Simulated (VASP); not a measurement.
# FeSi2 (P4/mmm) in VASP: relaxation of cell and atoms with LDA

Aim: the relaxation of cell and atoms of FeSi2 with LDA.

Everything below comes from runs of VASP 6.6.1. Logs are shortened: lines on timing, memory, paths and dates and some standing lists are left out, and cuts for length are marked.

## Step 1: The cell of the first run

The structure is tetragonal, space group P4/mmm (No. 123). The conventional cell has a = 2.684 Å, b = 2.684 Å, c = 5.128 Å, α = 90.00°, β = 90.00°, γ = 90.00°. Within 3.1 Å of Fe (site symmetry 4/mmm) lie 8 Si at 2.35 Å and 4 Fe at 2.68 Å. Si (site symmetry 4mm) has 4 Fe at 2.35 Å and 6 Si at 2.36 to 2.77 Å within 3.1 Å.

## Step 2: Relaxation of cell and atoms, LDA

Input file INCAR:

```
SYSTEM = FeSi2
ALGO = Normal
EDIFF = 1E-6
EDIFFG = -0.005
ENCUT = 600
IBRION = 2
ISIF = 3
ISMEAR = 0
LASPH = .True.
LCHARG = .False.
LREAL = .False.
LWAVE = .False.
NELM = 60
NSW = 100
PREC = Accurate
SIGMA = 0.1
```

Input file KPOINTS:

```
k-points
0
Gamma
  16 16 8
  0 0 0
```

Input file POSCAR:

```
FeSi2
1.0
    2.6840000000      0.0000000000      0.0000000000
    0.0000000000      2.6840000000      0.0000000000
    0.0000000000      0.0000000000      5.1280000000
Fe Si
1 2
Direct
    0.0000000000      0.0000000000      0.0000000000
    0.5000000000      0.5000000000      0.2700000000
    0.5000000000      0.5000000000      0.7300000000
```

Potentials or basis: VASP PAW LDA potentials, release 64 (Fe, Si).

On the command line:

```
cat potpaw_LDA.64/Fe/POTCAR potpaw_LDA.64/Si/POTCAR > POTCAR
mpirun -np 1 vasp_std > vasp.out
```

OUTCAR:

```text
SYSTEM = FeSi2
   EDIFF = 1E-6
   EDIFFG = -0.005
   ENCUT = 600
   IBRION = 2
   ISIF = 3
   ISMEAR = 0
   LASPH = .True.
   LREAL = .False.
   NELM = 60
   NSW = 100
   PREC = Accurate

 ion  position               nearest neighbor table
   1  0.000  0.000  0.000-   2 2.35   3 2.35   2 2.35   3 2.35   2 2.35   3 2.35   2 2.35   3 2.35

   2  0.500  0.500  0.270-   1 2.35   1 2.35   1 2.35   1 2.35   3 2.36   3 2.77
   3  0.500  0.500  0.730-   1 2.35   1 2.35   1 2.35   1 2.35   2 2.36   2 2.77

  LATTYP: Found a simple tetragonal cell.
 ALAT       =     2.6840000000
 C/A-ratio  =     1.9105812221

  Lattice vectors:

 A1 = (   2.6840000000,   0.0000000000,   0.0000000000)
 A2 = (   0.0000000000,   2.6840000000,   0.0000000000)
 A3 = (   0.0000000000,   0.0000000000,   5.1280000000)

Analysis of symmetry for initial positions (statically):
=====================================================================
 Subroutine PRICEL returns:
 Original cell was already a primitive cell.

 Routine SETGRP: Setting up the symmetry group for a
 simple tetragonal supercell.

 Subroutine GETGRP returns: Found 16 space group operations
 (whereof 16 operations were pure point group operations)
 out of a pool of 16 trial point group operations.

The static configuration has the point symmetry D_4h.

Analysis of symmetry for dynamics (positions and initial velocities):
=====================================================================
 Subroutine PRICEL returns:
 Original cell was already a primitive cell.

 Routine SETGRP: Setting up the symmetry group for a
 simple tetragonal supercell.

 Subroutine GETGRP returns: Found 16 space group operations
 (whereof 16 operations were pure point group operations)
 out of a pool of 16 trial point group operations.

The dynamic configuration has the point symmetry D_4h.

 Subroutine INISYM returns: Found 16 space group operations
 (whereof 16 operations are pure point group operations),
 and found     1 'primitive' translations

----------------------------------------------------------------------------------------

                                     Primitive cell

  volume of cell :      36.9414

  direct lattice vectors                    reciprocal lattice vectors
     2.684000000  0.000000000  0.000000000     0.372578241  0.000000000  0.000000000
     0.000000000  2.684000000  0.000000000     0.000000000  0.372578241  0.000000000
     0.000000000  0.000000000  5.128000000     0.000000000  0.000000000  0.195007800

  length of vectors
     2.684000000  2.684000000  5.128000000     0.372578241  0.372578241  0.195007800

  position of ions in fractional coordinates (direct lattice)
     0.000000000  0.000000000  0.000000000
     0.500000000  0.500000000  0.270000000
     0.500000000  0.500000000  0.730000000

  ion indices of the primitive-cell ions
   primitive index   ion index
                 1           1
                 2           2
                 3           3

----------------------------------------------------------------------------------------

 KPOINTS: k-points

Automatic generation of k-mesh.
 Grid dimensions read from file:
 generate k-points for:   16   16    8

 Generating k-lattice:

  Cartesian coordinates                     Fractional coordinates (reciprocal lattice)
     0.023286140  0.000000000  0.000000000     0.062500000  0.000000000  0.000000000
     0.000000000  0.023286140  0.000000000     0.000000000  0.062500000  0.000000000
     0.000000000  0.000000000  0.024375975     0.000000000  0.000000000  0.125000000

  Length of vectors
     0.023286140  0.023286140  0.024375975

  Shift w.r.t. Gamma in fractional coordinates (k-lattice)
     0.000000000  0.000000000  0.000000000

 Subroutine IBZKPT returns following result:
 ===========================================

 Found    225 irreducible k-points:

 Following reciprocal coordinates:
            Coordinates               Weight
  0.000000  0.000000  0.000000      1.000000
  0.062500  0.000000  0.000000      4.000000
  0.125000  0.000000  0.000000      4.000000
  0.187500  0.000000  0.000000      4.000000
  0.250000  0.000000  0.000000      4.000000
  0.312500  0.000000  0.000000      4.000000
[... 16 lines left out ...]
  0.437500  0.125000  0.000000      8.000000
  0.500000  0.125000  0.000000      4.000000
 [... further k-points ...]
   k-points           NKPTS =    225   k-points in BZ     NKDIM =    225   number of bands    NBANDS=     12
   number of dos      NEDOS =    301   number of ions     NIONS =      3
   total plane-waves  NPLWV =  24192
   dimension x,y,z NGX =    24 NGY =   24 NGZ =   42
   dimension x,y,z NGXF=    48 NGYF=   48 NGZF=   84
   ions per type =               1   2
   NGX,Y,Z   is equivalent  to a cutoff of  14.87, 14.87, 13.62 a.u.
   NGXF,Y,Z  is equivalent  to a cutoff of  29.73, 29.73, 27.23 a.u.
 SYSTEM =  FeSi2
   PREC   = accura    normal or accurate (medium, high low for compatibility)
   ISTART =      0    job   : 0-new  1-cont  2-samecut
   ICHARG =      2    charge: 1-file 2-atom 10-const
   ISPIN  =      1    spin polarized calculation?
   LNONCOLLINEAR =      F non collinear calculations
   LSORBIT =      F    spin-orbit coupling
   LASPH  =      T    aspherical Exc in radial PAW
   ENCUT  =  600.0 eV  44.10 Ry    6.64 a.u.   5.36  5.36 10.24*2*pi/ulx,y,z
   NELM   =     60;   NELMIN=  2; NELMDL= -5     # of ELM steps
   EDIFF  = 0.1E-05   stopping-criterion for ELM
   LREAL  =      F    real-space projection
   EDIFFG = -.5E-02   stopping-criterion for IOM
   NSW    =    100    number of steps for IOM
   IBRION =      2    ionic relax: 0-MD 1-quasi-New 2-CG
   NFREE  =      1    steps in history (QN), initial steepest desc. (CG)
   ISIF   =      3    stress and relaxation
   ISYM   =      2    0-nonsym 1-usesym 2-fastsym
   POTIM  = 0.5000    time-step for ionic-motion
   TEBEG  =    0.0;   TEEND  =   0.0 temperature during run
   PSTRESS=    0.0 pullay stress
   NELECT =      16.0000    total number of electrons
   NUPDOWN=      -1.0000    fix difference up-down
   EMIN   =  10.00;   EMAX   =-10.00  energy-range for DOS
   EFERMI =   0.00;   METHOD = LEGACY
   ISMEAR =     0;   SIGMA  =   0.10  broadening in eV -4-tet -1-fermi 0-gaus
   EFERMI_NEDOS =   21; number of points for ismear=-14 and -15
   IALGO  =     38    algorithm
   IMIX   =      4    mixing-type and parameters
     AMIX     =   0.40;   BMIX     =  1.00
     AMIX_MAG =   1.60;   BMIX_MAG =  1.00
  volume/ion in A,a.u.               =      12.31        83.10
  Fermi-wavevector in a.u.,A,eV,Ry     =   1.238636  2.340683 20.874330  1.534220
  Thomas-Fermi vector in A             =   2.373153
   LORBIT       =      0    0 simple, 1 ext, 2 COOP (PROOUT), +10 PAW based schemes
   GGA     = CA    functional components
   LHFCALC =     F    Hartree Fock is set to
   AEXX    =    0.0000 exact exchange contribution
   IVDW    =     0    specifies the selected vdW correction
   LEPSILON=     F    determine dielectric tensor
   LRPA    =     F    only Hartree local field effects (RPA)
 conjugate gradient relaxation of ions
 non-spin polarized calculation
 Gauss-broadening in eV      SIGMA  =   0.10
  energy-cutoff  :      600.00
  volume of cell :       36.94
 maximum number of plane-waves:      1253
 NGX is ok and might be reduce to    24
   NGX = 11   NGY = 11   NGZ = 21

--------------------------------------- Ionic step        1  -------------------------------------------

 number of electron      16.0000000 magnetization

 Free energy of the ion-electron system (eV)
  ---------------------------------------------------
  ext. energy  EPLUGINS =         0.00000000
  ---------------------------------------------------
  free energy    TOTEN  =       -22.84473280 eV

  energy without entropy =      -22.83934961  energy(sigma->0) =      -22.84204120

 E-fermi :   9.9391     XC(G=0): -12.1222

 val. band max:        9.9348173386   @ k =   0.4375   0.2500   0.0000
 cond. band min:       9.9422209183   @ k =   0.4375   0.4375   0.0000
 fundamental gap:      0.0074035797
 Fermi energy:         9.9390999863

 k-point     1 :       0.0000    0.0000    0.0000
  band No.  band energies     occupation
      1      -3.9505      2.00000
      2       0.7785      2.00000
      3       2.0269      2.00000
      4       6.3203      2.00000
      5       8.2860      2.00000
      6       8.4125      2.00000
      7       8.4125      2.00000
      8       9.3053      2.00000
      9      14.4865      0.00000
     10      14.4865      0.00000
     11      16.3682      0.00000
     12      17.1660      0.00000
[... 331 lines left out ...]
 k-point    24 :       0.5000    0.1250    0.0000
  band No.  band energies     occupation
      1       0.2744      2.00000
      2       2.3373      2.00000
      3       3.1801      2.00000
      4       5.4646      2.00000
      5       6.0121      2.00000
      6       7.0413      2.00000
      7       7.9930      2.00000
      8       9.1563      2.00000
      9      10.0284      0.20658
     10      11.3643      0.00000
     11      12.3543      0.00000
     12      15.2760      0.00000

 [... further k-points ...]

------------------------ aborting loop because EDIFF is reached ----------------------------------------

  FORCE on cell =-STRESS in cart. coord.  units (eV):
  Direction    XX          YY          ZZ          XY          YZ          ZX
  --------------------------------------------------------------------------------------
  -------------------------------------------------------------------------------------
  Total       -1.0661861     -1.0661861     -1.6202717      0.0000000      0.0000000      0.0000000
  in kB      -46.2413555    -46.2413555    -70.2724993      0.0000000      0.0000000      0.0000000
  external PRESSURE =     -54.2517368 kB  Pullay stress =       0.0000000 kB
[... 92 lines left out ...]
  FREE ENERGIE OF THE ION-ELECTRON SYSTEM (eV)
  ---------------------------------------------------
  free  energy   TOTEN  =       -22.8632587565 eV

  energy  without entropy=      -22.8583045298  energy(sigma->0) =      -22.86078164

[... ionic steps 4 to 12 ...]

--------------------------------------- Ionic step       13  -------------------------------------------

 number of electron      15.9999998 magnetization

------------------------ aborting loop because EDIFF is reached ----------------------------------------

  FORCE on cell =-STRESS in cart. coord.  units (eV):
  Direction    XX          YY          ZZ          XY          YZ          ZX
  --------------------------------------------------------------------------------------
  -------------------------------------------------------------------------------------
  Total        0.0213607      0.0213607      0.0082197      0.0000000      0.0000000     -0.0000000
  in kB        0.9529622      0.9529622      0.3667067      0.0000000      0.0000000     -0.0000000
  external PRESSURE =       0.7575437 kB  Pullay stress =       0.0000000 kB
[... 59 lines left out ...]
  energy  without entropy=      -22.8591843929  energy(sigma->0) =      -22.86164751

--------------------------------------- Ionic step       15  -------------------------------------------

 number of electron      15.9999998 magnetization

 Free energy of the ion-electron system (eV)
  ---------------------------------------------------
  ext. energy  EPLUGINS =         0.00000000
  ---------------------------------------------------
  free energy    TOTEN  =       -22.86411057 eV

  energy without entropy =      -22.85918412  energy(sigma->0) =      -22.86164735

 E-fermi :  10.3023     XC(G=0): -12.2545

 val. band max:       10.2915403582   @ k =   0.5000   0.4375   0.3750
 cond. band min:      10.3167097030   @ k =   0.5000   0.2500   0.0000
 fundamental gap:      0.0251693448
 Fermi energy:        10.3023176043

 k-point     1 :       0.0000    0.0000    0.0000
  band No.  band energies     occupation
      1      -3.8029      2.00000
      2       1.0864      2.00000
      3       2.2140      2.00000
      4       6.5734      2.00000
      5       8.5905      2.00000
      6       8.7461      2.00000
      7       8.7461      2.00000
      8       9.6727      2.00000
      9      14.9665      0.00000
     10      14.9665      0.00000
     11      16.9872      0.00000
     12      17.5322      0.00000
[... 331 lines left out ...]
 k-point    24 :       0.5000    0.1250    0.0000
  band No.  band energies     occupation
      1       0.5254      2.00000
      2       2.5390      2.00000
      3       3.4753      2.00000
      4       5.7248      2.00000
      5       6.3233      2.00000
      6       7.3000      2.00000
      7       8.3232      2.00000
      8       9.5105      2.00000
      9      10.3940      0.19463
     10      11.8872      0.00000
     11      12.7485      0.00000
     12      15.7106      0.00000

 [... further k-points ...]

------------------------ aborting loop because EDIFF is reached ----------------------------------------

  FORCE on cell =-STRESS in cart. coord.  units (eV):
  Direction    XX          YY          ZZ          XY          YZ          ZX
  --------------------------------------------------------------------------------------
  -------------------------------------------------------------------------------------
  Total        0.0050382      0.0050382     -0.0110089      0.0000000      0.0000000      0.0000000
  in kB        0.2247650      0.2247650     -0.4911364      0.0000000      0.0000000      0.0000000
  external PRESSURE =      -0.0138688 kB  Pullay stress =       0.0000000 kB
[... 18 lines left out ...]
  FREE ENERGIE OF THE ION-ELECTRON SYSTEM (eV)
  ---------------------------------------------------
  free  energy   TOTEN  =       -22.8641105678 eV

  energy  without entropy=      -22.8591841242  energy(sigma->0) =      -22.86164735

 reached required accuracy - stopping structural energy minimisation
```

Run time: 7.6 min. Hardware: 1 thread of Intel Xeon Platinum 8259CL at 2.50GHz (Skylake/Cascade Lake), shared host; peak memory 0.26 GiB.

What came out:

- Free energy: -22.8641 eV
- Relaxed volume: 11.97 Å³/atom
- Relaxed cell: a = 2.661 Å, b = 2.661 Å, c = 5.071 Å, α = 90.00°, β = 90.00°, γ = 90.00°
- Space group after relaxing (to 0.1 Å): P4/mmm (No. 123)
- Energy gained by relaxing: 6.5 meV/atom
- Ionic steps: 15
- Pressure after relaxing: 0.0 GPa
- Band gap on the k mesh: zero (bands 8 and 9 overlap by 0.34 eV)

The path:
| step | energy change (eV) | largest force (eV/Å) | pressure (GPa) | volume (Å³) |
| --- | --- | --- | --- | --- |
| 1 | 0.0000 | 0.1157 | -5.43 | 36.94 |
| 2 | 0.0101 | 0.1979 | 7.73 | 34.76 |
| 3 | -0.0185 | 0.1622 | 0.04 | 35.95 |
| 4 | -0.0185 | 0.1627 | 0.17 | 35.93 |
| 5 | -0.0192 | 0.0749 | 0.03 | 35.91 |
| 6 | -0.0193 | 0.0011 | 0.02 | 35.92 |
| 7 | -0.0194 | 0.0001 | -0.10 | 35.92 |
| 8 | -0.0194 | 0.0013 | 0.21 | 35.92 |
| 9 | -0.0194 | 0.0004 | -0.20 | 35.92 |
| 10 | -0.0193 | 0.0050 | 0.18 | 35.87 |
| 11 | -0.0194 | 0.0007 | -0.01 | 35.91 |
| 12 | -0.0194 | 0.0016 | -0.17 | 35.91 |
| 13 | -0.0194 | 0.0003 | 0.08 | 35.91 |
| 14 | -0.0194 | 0.0010 | -0.05 | 35.91 |
| 15 | -0.0194 | 0.0008 | 0.00 | 35.91 |

Final structure:
```yaml
crystal:
  lattice:
    - [2.66116, 0.00000, 0.00000]
    - [0.00000, 2.66116, 0.00000]
    - [0.00000, 0.00000, 5.07120]
  atoms:
    - { symbol: Fe, position: [0.00000, 0.00000, 0.00000] }
    - { symbol: Si, position: [0.50000, 0.50000, 0.27152] }
    - { symbol: Si, position: [0.50000, 0.50000, 0.72848] }
```

Caveat: the run has no spin polarisation, though such a crystal can be magnetic. LDA usually gives volumes a few per cent too small.

The gap in the log of VASP goes by the Fermi energy; the results here count the filled bands.